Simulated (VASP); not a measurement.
## W: single point with r2SCAN

Crystal: W.

```
W
1.0
     0.00000    2.89392    2.89392
     2.89392    0.00000    2.89392
     2.89392    2.89392    0.00000
W
2
Direct
  0.00000 0.00000 0.00000
  0.25000 0.25000 0.25000
```

This isn't the form of W at room conditions, which is bcc.

| Property | Result |
| --- | --- |
| Program | VASP 6.6.1 |
| Task | single point |
| Functional | r2SCAN |
| Potentials or basis | VASP PAW PBE potentials, release 64 (W_sv) |
| Cutoff | 550 eV |
| k mesh | 7 × 7 × 7 |
| Occupations | methfessel-paxton, width 0.1 eV |
| Spin | no spin polarisation |
| Dipole correction | no |
| Further INCAR settings | ALGO = Normal; EDIFF = 1e-06; NBANDS = 21 |

```
Pressure               : 0.8 GPa
Band gap on the k mesh : zero (bands 14 and 15 overlap by 0.88 eV)
```

Levels at points of the mesh, in eV from the Fermi level:
| k point | band 11 | band 12 | band 13 | band 14 | band 15 | band 16 | band 17 | band 18 |
| --- | --- | --- | --- | --- | --- | --- | --- | --- |
| (0.00, 0.00, 0.00) | -1.98 | -1.25 | -1.25 | -1.25 | 1.64 | 1.64 | 1.64 | 5.72 |

Wall time 92 s on 1 thread of Intel Xeon 8259CL, on a shared host, peak memory 0.19 GiB.

Caveat: the PAW data sets were made with another functional, which shifts forces and pressure a little; spin-orbit coupling is left out, which moves the levels of the heavy elements.
